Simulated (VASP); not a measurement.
# Al2Cu (I4/mcm) in VASP: settings compared, part 2 of 3

VASP 6.6.1. The steps go on from the part before.

## 3. Single point, PBEsol+D3(BJ)

Input file INCAR:

```
SYSTEM = Al2Cu
  PREC = Accurate
  ENCUT = 520
  EDIFF = 1E-6
  ISMEAR = 0
  SIGMA = 0.1
  LREAL = .False.
  LASPH = .True.
  NELM = 100
  ALGO = Fast
  ISIF = 2
  LWAVE = .False.
  LCHARG = .True.
  GGA = PS
  IVDW = 12
  LELF = .True.
  LVHAR = .True.
  NBANDS = 26
```

Input file KPOINTS:

```
Automatic mesh
0
Gamma
  10 10 10
  0 0 0
```

Input file POSCAR:

```
Al2Cu
1.0
   -2.9963872427      2.9963872427      2.4142498830
    2.9963872427     -2.9963872427      2.4142498830
    2.9963872427      2.9963872427     -2.4142498830
Al Cu
4 2
Direct
    0.6593302871      0.1593302871      0.8186605742
    0.1593302871      0.3406697129      0.5000000000
    0.3406697129      0.8406697129      0.1813394258
    0.8406697129      0.6593302871      0.5000000000
    0.2500000000      0.2500000000      0.0000000000
    0.7500000000      0.7500000000      0.0000000000
```

Potentials or basis: VASP PAW PBE potentials, release 64 (Al, Cu).

Started as:

```console
> cat potpaw_PBE.64/Al/POTCAR potpaw_PBE.64/Cu/POTCAR > POTCAR
> mpirun -np 1 vasp_std > vasp.out
```

OUTCAR:

```text
SYSTEM = Al2Cu
   PREC = Accurate
   ENCUT = 520
   EDIFF = 1E-6
   ISMEAR = 0
   LREAL = .False.
   LASPH = .True.
   NELM = 100
   ISIF = 2
   GGA = PS
   IVDW = 12
 IVDW          = 12

 ion  position               nearest neighbor table
   1  0.659  0.159  0.819-   5 2.56   6 2.56   5 2.56   6 2.56   3 2.70   3 2.86   3 2.86   2 3.08
                             4 3.08   4 3.08   2 3.08   2 3.19   4 3.19   4 3.19   2 3.19
   2  0.159  0.341  0.500-   6 2.56   5 2.56   5 2.56   6 2.56   4 2.70   4 2.86   4 2.86   1 3.08
                             3 3.08   1 3.08   3 3.08   1 3.19   3 3.19   3 3.19   1 3.19
   3  0.341  0.841  0.181-   5 2.56   6 2.56   5 2.56   6 2.56   1 2.70   1 2.86   1 2.86   4 3.08
                             2 3.08   2 3.08   4 3.08   4 3.19   2 3.19   4 3.19   2 3.19
   4  0.841  0.659  0.500-   5 2.56   6 2.56   6 2.56   5 2.56   2 2.70   2 2.86   2 2.86   1 3.08
                             3 3.08   1 3.08   3 3.08   1 3.19   3 3.19   1 3.19   3 3.19
   5  0.250  0.250  0.000-   6 2.41   6 2.41   1 2.56   3 2.56   1 2.56   3 2.56   2 2.56   4 2.56
                             4 2.56   2 2.56
   6  0.750  0.750  0.000-   5 2.41   5 2.41   1 2.56   3 2.56   1 2.56   3 2.56   4 2.56   4 2.56
                             2 2.56   2 2.56

  LATTYP: Found a body centered tetragonal cell.
 ALAT       =     5.9927744854
 C/A-ratio  =     0.8057202516

  Lattice vectors:

 A1 = (  -2.9963872427,   2.9963872427,   2.4142498830)
 A2 = (   2.9963872427,  -2.9963872427,   2.4142498830)
 A3 = (   2.9963872427,   2.9963872427,  -2.4142498830)

Analysis of symmetry for initial positions (statically):
=====================================================================
 Subroutine PRICEL returns:
 Original cell was already a primitive cell.

 Routine SETGRP: Setting up the symmetry group for a
 body centered tetragonal supercell.

 Subroutine GETGRP returns: Found 16 space group operations
 (whereof  8 operations were pure point group operations)
 out of a pool of 16 trial point group operations.

The static configuration has the point symmetry C_4h.
 The point group associated with its full space group is D_4h.

Analysis of symmetry for dynamics (positions and initial velocities):
=====================================================================
 Subroutine PRICEL returns:
 Original cell was already a primitive cell.

 Routine SETGRP: Setting up the symmetry group for a
 body centered tetragonal supercell.

 Subroutine GETGRP returns: Found 16 space group operations
 (whereof  8 operations were pure point group operations)
 out of a pool of 16 trial point group operations.

The dynamic configuration has the point symmetry C_4h.
 The point group associated with its full space group is D_4h.

 Subroutine INISYM returns: Found 16 space group operations
 (whereof  8 operations are pure point group operations),
 and found     1 'primitive' translations

----------------------------------------------------------------------------------------

                                     Primitive cell

  volume of cell :      86.7038

  direct lattice vectors                    reciprocal lattice vectors
    -2.996387243  2.996387243  2.414249883     0.000000000  0.166867617  0.207103665
     2.996387243 -2.996387243  2.414249883     0.166867617  0.000000000  0.207103665
     2.996387243  2.996387243 -2.414249883     0.166867617  0.166867617  0.000000000

  length of vectors
[... 69 lines left out ...]
  0.300000  0.300000  0.000000      8.000000
  0.400000  0.300000  0.000000     16.000000
 [... further k-points ...]
   k-points           NKPTS =    102   k-points in BZ     NKDIM =    102   number of bands    NBANDS=     26
   number of dos      NEDOS =    301   number of ions     NIONS =      6
   total plane-waves  NPLWV =  46656
   dimension x,y,z NGX =    36 NGY =   36 NGZ =   36
   dimension x,y,z NGXF=    72 NGYF=   72 NGZF=   72
   ions per type =               4   2
   NGX,Y,Z   is equivalent  to a cutoff of  12.27, 12.27, 12.27 a.u.
   NGXF,Y,Z  is equivalent  to a cutoff of  24.54, 24.54, 24.54 a.u.
 SYSTEM =  Al2Cu
   PREC   = accura    normal or accurate (medium, high low for compatibility)
   ISTART =      0    job   : 0-new  1-cont  2-samecut
   ICHARG =      2    charge: 1-file 2-atom 10-const
   ISPIN  =      1    spin polarized calculation?
   LNONCOLLINEAR =      F non collinear calculations
   LSORBIT =      F    spin-orbit coupling
   LASPH  =      T    aspherical Exc in radial PAW
   ENCUT  =  520.0 eV  38.22 Ry    6.18 a.u.   9.07  9.07  9.07*2*pi/ulx,y,z
   NELM   =    100;   NELMIN=  2; NELMDL= -5     # of ELM steps
   EDIFF  = 0.1E-05   stopping-criterion for ELM
   LREAL  =      F    real-space projection
   EDIFFG = 0.1E-04   stopping-criterion for IOM
   NSW    =      0    number of steps for IOM
   IBRION =     -1    ionic relax: 0-MD 1-quasi-New 2-CG
   NFREE  =      0    steps in history (QN), initial steepest desc. (CG)
   ISIF   =      2    stress and relaxation
   ISYM   =      2    0-nonsym 1-usesym 2-fastsym
   POTIM  = 0.5000    time-step for ionic-motion
   TEBEG  =    0.0;   TEEND  =   0.0 temperature during run
   PSTRESS=    0.0 pullay stress
   NELECT =      34.0000    total number of electrons
   NUPDOWN=      -1.0000    fix difference up-down
   EMIN   =  10.00;   EMAX   =-10.00  energy-range for DOS
   EFERMI =   0.00;   METHOD = LEGACY
   ISMEAR =     0;   SIGMA  =   0.10  broadening in eV -4-tet -1-fermi 0-gaus
   EFERMI_NEDOS =   21; number of points for ismear=-14 and -15
   IALGO  =     68    algorithm
   IMIX   =      4    mixing-type and parameters
     AMIX     =   0.40;   BMIX     =  1.00
     AMIX_MAG =   1.60;   BMIX_MAG =  1.00
  volume/ion in A,a.u.               =      14.45        97.52
  Fermi-wavevector in a.u.,A,eV,Ry     =   1.198271  2.264404 19.535977  1.435854
  Thomas-Fermi vector in A             =   2.334164
   LORBIT       =      0    0 simple, 1 ext, 2 COOP (PROOUT), +10 PAW based schemes
   GGA     = PS    functional components
   LHFCALC =     F    Hartree Fock is set to
   AEXX    =    0.0000 exact exchange contribution
   IVDW    =    12    specifies the selected vdW correction
   LEPSILON=     F    determine dielectric tensor
   LRPA    =     F    only Hartree local field effects (RPA)
 non-spin polarized calculation
 RMM-DIIS sequential band-by-band and
 Gauss-broadening in eV      SIGMA  =   0.10
  energy-cutoff  :      520.00
  volume of cell :       86.70
 maximum number of plane-waves:      2358
   NGX = 19   NGY = 19   NGZ = 19

 number of electron      34.0000009 magnetization

 Free energy of the ion-electron system (eV)
  ---------------------------------------------------
  ext. energy  EPLUGINS =         0.00000000
  ---------------------------------------------------
  free energy    TOTEN  =       -26.01847686 eV

  energy without entropy =      -26.00935035  energy(sigma->0) =      -26.01391361

 E-fermi :   8.2164     XC(G=0): -11.0783

 val. band max:        8.2030340019   @ k =  -0.2000   0.4000   0.1000
 cond. band min:       8.2203801393   @ k =  -0.1000   0.3000   0.1000
 fundamental gap:      0.0173461374
 Fermi energy:         8.2163686973

 k-point     1 :       0.0000    0.0000    0.0000
  band No.  band energies     occupation
      1      -2.7408      2.00000
      2       2.7634      2.00000
      3       2.9579      2.00000
      4       2.9579      2.00000
      5       2.9783      2.00000
      6       3.9026      2.00000
[... 685 lines left out ...]
     25      15.3618      0.00000
     26      15.3935      0.00000

 [... further k-points ...]

------------------------ aborting loop because EDIFF is reached ----------------------------------------

 Edisp (eV)   -2.29590

 E8    (eV) :    -1.5292

  FORCE on cell =-STRESS in cart. coord.  units (eV):
  Direction    XX          YY          ZZ          XY          YZ          ZX
  --------------------------------------------------------------------------------------
  -------------------------------------------------------------------------------------
  Total      -2.18801    -2.18801    -2.16746     0.00000    -0.00000     0.00000
  in kB     -40.43174   -40.43174   -40.05192     0.00000    -0.00000     0.00000
  external pressure =      -40.31 kB  Pullay stress =        0.00 kB

 VOLUME and BASIS-vectors are now :
 -----------------------------------------------------------------------------
  energy-cutoff  :      520.00
  volume of cell :       86.70
      direct lattice vectors                 reciprocal lattice vectors
    -2.996387243  2.996387243  2.414249883     0.000000000  0.166867617  0.207103665
     2.996387243 -2.996387243  2.414249883     0.166867617  0.000000000  0.207103665
     2.996387243  2.996387243 -2.414249883     0.166867617  0.166867617  0.000000000

 POSITION                                       TOTAL-FORCE (eV/Angst)
 -----------------------------------------------------------------------------------
      0.95483      3.95122     -0.00000        -0.000204     -0.000204     -0.000000
      2.04156      0.95483      0.00000         0.000204     -0.000204     -0.000000
      2.04156     -0.95483      2.41425         0.000204      0.000204      0.000000
      0.95483      2.04156      2.41425        -0.000204      0.000204      0.000000
      0.00000      0.00000      1.20712        -0.000000     -0.000000     -0.000000
      0.00000      0.00000      3.62137         0.000000     -0.000000     -0.000000
 -----------------------------------------------------------------------------------
    total drift:                                0.000000     -0.000000     -0.000000

  FREE ENERGIE OF THE ION-ELECTRON SYSTEM (eV)
  ---------------------------------------------------
  free  energy   TOTEN  =       -28.3143738141 eV

  energy  without entropy=      -28.3052473040  energy(sigma->0) =      -28.30981056
```

Run time: 3.1 min. Hardware: 1 thread of Intel Xeon 6975P-C, shared host; peak memory 0.35 GiB.

Results:

```
Free energy                : -28.3144 eV
Pressure                   : -4.0 GPa
Band gap on the k mesh     : zero (band 17 reaches 10.84 eV, above the bottom of band 18 at 6.43 eV)
Dispersion energy per atom : -0.383 eV
```

Caveat: three body term missing; the PAW data sets were made with another functional, which shifts forces and pressure a little; pairwise dispersion overbinds metals, which lowers pressure and volume.

(Part 2 of 3 ends here.)
